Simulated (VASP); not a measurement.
Write the native input for VASP 6.6.1 that does the following.

| Item | Value |
| --- | --- |
| Task | single point |
| Functional | PBE |
| Dispersion | D3(BJ) |
| Potentials or basis | VASP PAW PBE potentials, release 64 (C) |
| Cutoff | 520 eV |
| k mesh | 15 × 15 × 1 |
| Occupations | gaussian, width 0.05 eV |
| Spin | no spin polarisation |
| Dipole correction | yes |
| Further INCAR settings | ALGO = Normal; EDIFF = 1e-07; NBANDS = 11 |

The structure of C lies in POSCAR:

```
C
1.0
    2.4599989200      0.0000000000      0.0000000000
   -1.2299994600      2.1304215600      0.0000000000
    0.0000000000      0.0000000000     20.0178333307
C
2
Direct
    0.0000000000      0.0000000000      0.4995545639
    0.6666666700      0.3333333300      0.5004454361
```

The input as run:

INCAR

```
SYSTEM = C
PREC     = Accurate       ! precision mode
ENCUT    = 520            ! plane-wave cutoff, eV
EDIFF    = 1E-7           ! SCF threshold, eV
ISMEAR   = 0              ! smearing method
SIGMA    = 0.05           ! smearing width, eV
LREAL    = .FALSE.        ! projectors in reciprocal space
LASPH    = .TRUE.         ! aspherical terms in the spheres
NELM     = 100            ! most SCF steps
ALGO     = Normal         ! electronic algorithm
ISIF     = 2              ! what is computed and relaxed
LWAVE    = .FALSE.        ! write WAVECAR
LCHARG   = .FALSE.        ! write CHGCAR
LDIPOL   = .TRUE.       
IDIPOL   = 3            
DIPOL    = 0.5 0.5 0.500
GGA      = PE             ! functional
IVDW     = 12             ! dispersion correction
NBANDS   = 11             ! bands
```

KPOINTS

```
regular mesh
0
G
  15 15 1
  0 0 0
```

Potentials or basis: VASP PAW PBE potentials, release 64 (C).

Command:

```console
$ cat potpaw_PBE.64/C/POTCAR > POTCAR
$ mpirun -np 1 vasp_std > vasp.out
```

Results of the run:

The largest force is 0.298 eV/Å. The band gap on the k mesh is zero (filled and empty bands touch) and the dispersion energy per atom is -0.089 eV.

Wall time 39 s on 1 thread of Intel(R) Xeon(R) Platinum 8488C (Sapphire Rapids), with other jobs on the host, peak memory 0.2 GiB.
